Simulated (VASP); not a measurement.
The system is CdCo2.

```xyz
3
Lattice="3.5314 0.0000 0.0000 -1.7657 3.0583 0.0000 0.0000 0.0000 3.8130" Properties=species:S:1:pos:R:3 pbc="T T T"
Cd    0.0000    0.0000    0.0000
Co    0.0000    2.0389    1.9065
Co    1.7657    1.0194    1.9065
```

| Quantity | Value |
| --- | --- |
| Program | VASP 6.6.1 |
| Task | relaxation of cell and atoms |
| Functional | PBE |
| Potentials or basis | VASP PAW PBE potentials, release 64 (Cd, Co) |
| Cutoff | 600 eV |
| k mesh | 6 × 6 × 4 |
| Occupations | gaussian, width 0.1 eV |
| Spin | collinear spin, ferromagnetic start |
| Starting moments | [0.0, 1.2, 1.2] μB |

At the start: pressure 22.5 GPa; volume 13.73 Å³/atom.

Task: Where does the relaxation end?

Result: Over 17 steps the energy falls by 321.2 meV/atom and the volume is 14.00 Å³/atom (+2.0 %); space group P6/mmm (No. 191, to 0.1 Å) before and after; moment 2.88 μB per cell.

Step by step:
| step | energy change (eV) | largest force (eV/Å) | pressure (GPa) | volume (Å³) |
| --- | --- | --- | --- | --- |
| 1 | 0.0000 | 0.0000 | 22.50 | 41.18 |
| 2 | -0.2253 | 0.0000 | -10.28 | 53.65 |
| 3 | -0.4680 | 0.0000 | -1.28 | 47.58 |
| 4 | -0.5006 | 0.0000 | -1.17 | 47.06 |
| 5 | -0.5717 | 0.0000 | -0.14 | 45.64 |
| 6 | -0.7597 | 0.0000 | 5.72 | 42.42 |
| 7 | 0.3742 | 0.0000 | 48.27 | 34.41 |
| 8 | -0.8123 | 0.0000 | 7.61 | 41.51 |
| 9 | -0.8148 | 0.0000 | 14.11 | 38.81 |
| 10 | -0.8208 | 0.0000 | 14.01 | 38.79 |
| 11 | -0.8329 | 0.0000 | 13.90 | 38.74 |
| 12 | -0.8269 | 0.0000 | 13.94 | 38.62 |
| 13 | -0.8356 | 0.0000 | 13.84 | 38.70 |
| 14 | -0.8478 | 0.0000 | 13.05 | 38.84 |
| 15 | -0.8805 | 0.0000 | 10.83 | 39.28 |
| 16 | -0.9289 | 0.0000 | 6.72 | 40.18 |
| 17 | -0.9637 | 0.0000 | -0.23 | 42.00 |

Final structure:
```
Cd Co
1.0
     4.18337    0.00000    0.00000
    -2.09168    3.62290    0.00000
     0.00000    0.00000    2.77107
Cd Co
1 2
Direct
  0.00000 0.00000 0.00000
  0.33333 0.66667 0.50000
  0.66667 0.33333 0.50000
```

Caveat: the k points lie up to 0.57 Å⁻¹ apart in the final cell; a cell axis changed by over 15 % at a fixed basis, so the end point is rough.
